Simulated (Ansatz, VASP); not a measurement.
**Si: VASP beside Ansatz**

File INCAR:

```
SYSTEM = Si
PREC     = Accurate       ! precision mode
ENCUT    = 520            ! plane-wave cutoff, eV
EDIFF    = 1E-6           ! SCF threshold, eV
ISMEAR   = 0              ! smearing method
SIGMA    = 0.02           ! smearing width, eV
LREAL    = .False.        ! projectors in reciprocal space
LASPH    = .True.         ! aspherical terms in the spheres
NELM     = 60             ! most SCF steps
ALGO     = Normal         ! electronic algorithm
ISIF     = 2              ! what is computed and relaxed
LWAVE    = .False.        ! write WAVECAR
LCHARG   = .False.        ! write CHGCAR
GGA      = PS             ! functional
NBANDS   = 16             ! bands
```

File KPOINTS:

```
regular mesh
0
Gamma
  10 10 8
  0 0 0
```

The input POSCAR:

```
Si
1.0
    2.8799321064      2.8799321064      0.0000000000
   -2.8799321064      2.8799321064      0.0000000000
    0.0000000000      0.0000000000      5.7598642128
Si
4
Direct
    0.0000000000      0.5000000000      0.2500000000
    0.0000000000      0.0000000000      0.5000000000
    0.5000000000      0.0000000000      0.7500000000
    0.5000000000      0.5000000000      0.0000000000
```

Input for Ansatz:

```yaml
crystal:
  lattice:
    - [2.8799321064, 2.8799321064, 0.0]
    - [-2.8799321064, 2.8799321064, 0.0]
    - [0.0, 0.0, 5.7598642128]
  atoms:
    - { symbol: Si, position: [0.0, 0.5, 0.25] }
    - { symbol: Si, position: [0.0, 0.0, 0.5] }
    - { symbol: Si, position: [0.5, 0.0, 0.75] }
    - { symbol: Si, position: [0.5, 0.5, 0.0] }
basis:
  ecutwfc: 420
kpoints:
  mp_grid: { grid: [10, 10, 8] }
  band_path: { path: [VBM, CBM], npoints: 2 }
hamiltonian:
  xc: pbesol
scf:
  occupations: { method: gaussian, width: 0.02 }
output:
  forces: true
  stress: true
  eigenvalues: true
checkpoint:
  read: start.run
  write: ck
  compress: false
  write_wavefunctions: false
  write_every: 100000
```

Alike in both runs: task single point; functional PBEsol; k mesh 10 × 10 × 8; occupations gaussian, width 0.02 eV; no spin polarisation.

|  | VASP | Ansatz |
| --- | --- | --- |
| version | VASP 6.6.1 | Ansatz 0.2.0 |
| potentials or method | VASP PAW PBE potentials, release 64 (Si), cutoff 520 eV | scalar-relativistic, plane waves, PAW |
| valence electrons in the cell | 16 | 16 |

VASP gave:

* gap on the k mesh at the Fermi level (eV): 0.73
* least direct gap on the mesh (eV): 0.88
* pressure (GPa): -11.1

Q: Estimate Ansatz's values.

A: gap on the k mesh at the Fermi level (eV): 0.73; least direct gap on the mesh (eV): 0.88; pressure (GPa): -11.2.

VASP's potentials were made for PBE, not for PBEsol.
